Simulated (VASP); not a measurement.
Set up this calculation in VASP 6.6.1, as the native input.

| Quantity | Value |
| --- | --- |
| Task | single point |
| Functional | PBE |
| Potentials or basis | VASP PAW PBE potentials, release 64 (Cs_sv, Bi_d) |
| Cutoff | 520 eV |
| k mesh | 4 × 4 × 4 |
| Occupations | gaussian, width 0.1 eV |
| Spin | no spin polarisation |
| Dipole correction | no |
| Further INCAR settings | ALGO = Fast; EDIFF = 1e-06; NBANDS = 35 |

The structure of CsBi3 lies in POSCAR:

```
CsBi3
1.0
    5.1251689288      0.0000000000      0.0000000000
    0.0000000000      5.1251689288      0.0000000000
    0.0000000000      0.0000000000      5.1251689288
Cs Bi
1 3
Direct
    0.0000000000      0.0000000000      0.0000000000
    0.0000000000      0.5000000000      0.5000000000
    0.5000000000      0.0000000000      0.5000000000
    0.5000000000      0.5000000000      0.0000000000
```

These files were run (other wordings do the same):

INCAR

```
SYSTEM = CsBi3
  ALGO = Fast
  EDIFF = 1E-6
  ENCUT = 520
  GGA = PE
  ISIF = 2
  ISMEAR = 0
  LASPH = .True.
  LCHARG = .False.
  LREAL = .False.
  LWAVE = .False.
  NBANDS = 35
  NELM = 100
  PREC = Accurate
  SIGMA = 0.1
```

KPOINTS

```
k-points
0
Gamma
  4 4 4
  0 0 0
```

Potentials or basis: VASP PAW PBE potentials, release 64 (Cs_sv, Bi_d).

Run with:

```bash
$ cat potpaw_PBE.64/Cs_sv/POTCAR potpaw_PBE.64/Bi_d/POTCAR > POTCAR
$ mpirun -np 1 vasp_std > vasp.out
```

Results of the run:

* Pressure: 2.4 GPa
* Band gap on the k mesh: zero (band 27 reaches 9.27 eV, above the bottom of band 28 at 5.52 eV)

Caveat: spin-orbit coupling is left out, which moves the levels of the heavy elements.

Run time: 38 s on 1 thread of Oxide Virtual Turin-like Processor, on a shared host, peak memory 0.21 GiB.
